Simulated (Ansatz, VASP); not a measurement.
**Sn: VASP beside Ansatz**

```
Sn
1.0
     0.00000    3.18069    3.24560
     3.18069    0.00000    3.24560
     3.18069    3.18069    0.00000
Sn
2
Direct
  0.50000 0.50000 0.50000
  0.75000 0.75000 0.75000
```

Change from the starting cell: equal xx and yy strain of -2 %.

Alike in both runs: task single point; functional PBE; k mesh 9 × 9 × 9; occupations fermi-dirac, width 0.03 eV; no spin polarisation.

|  | VASP | Ansatz |
| --- | --- | --- |
| version | VASP 6.6.1 | Ansatz 0.2.0 |
| potentials or method | VASP PAW PBE potentials, release 64 (Sn_d), cutoff 520 eV | all-electron LAPW, scalar-relativistic |

```csv
,VASP,Ansatz,Ansatz less VASP
pressure (GPa),5.4,5.4,+0.06
"traceless stress, the component that is largest in VASP (GPa)",-0.41,-0.41,+0.001
```

Ansatz ran all-electron here, and VASP with PAW potentials.
